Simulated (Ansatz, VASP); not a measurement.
## Mo: VASP beside Ansatz

```
CELL_PARAMETERS angstrom
0.00000 2.84404 2.84404
2.84404 0.00000 2.84404
2.84404 2.84404 0.00000
ATOMIC_POSITIONS crystal
Mo 0.00000 0.00000 0.00000
Mo 0.25000 0.25000 0.25000
```

Alike in both runs: task electric field gradients; functional PBE; k mesh 11 × 11 × 11; occupations fermi-dirac, width 0.05 eV; no spin polarisation.

|  | VASP | Ansatz |
| --- | --- | --- |
| version | VASP 6.6.1 | Ansatz 0.2.0 |
| potentials or method | VASP PAW PBE potentials, release 64 (Mo_sv), cutoff 520 eV | all-electron PAW with datasets made for the crystal, scalar-relativistic |

|  | VASP | Ansatz | Ansatz less VASP |
| --- | --- | --- | --- |
| pressure (GPa) | 0.4 | 0.0 | -0.39 |

Ansatz ran all-electron here, and VASP with PAW potentials.
